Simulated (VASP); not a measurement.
Runs of VASP 6.6.1 on YZn. The structure is that of space group Fm-3m (No. 225), or close to it. The cells are those of the table. 

```tsv
task	spin	cell	gap on the mesh (eV)	pressure (GPa)
single point	collinear	a = 3.969 Å, angles 60.0°, 2 atoms	none	5.8
single point	off	a = 3.087 Å, angles 60.0°, 2 atoms	none	243.4
relaxation of the atoms	off	atoms relaxed from a = 3.087 Å, angles 60.0°, 2 atoms	none	243.4
single point	off	a = 3.969 Å, angles 60.0°, 2 atoms	none	5.8
single point	off	a = 3.433 Å, angles 60.0°, 2 atoms	none	86.9
relaxation of the atoms	off	atoms relaxed from a = 3.433 Å, angles 60.0°, 2 atoms	none	86.8
single point	off	a = 4.190 Å, angles 60.0°, 2 atoms	none	(a)
relaxation of the atoms	off	atoms relaxed from a = 3.969 Å, angles 60.0°, 2 atoms	none	5.8
```

Alike in all rows: level LDA; potentials or basis VASP PAW LDA potentials, release 64 (Y_sv, Zn); k mesh 11 × 11 × 11; cutoff (eV) 520; smearing fermi-dirac 0.05 eV.

Estimate the missing entries.

(a) -4.4.

Caveats: the cell stands under pressure (at least some runs); the relaxation stopped at its first step, so nothing moved (at least some runs); the cell stands under tension (at least some runs).

A k mesh can miss the band edges, and the runs leave out spin-orbit coupling on Y.

A gap of «none» marks levels without a gap at the run's occupations.
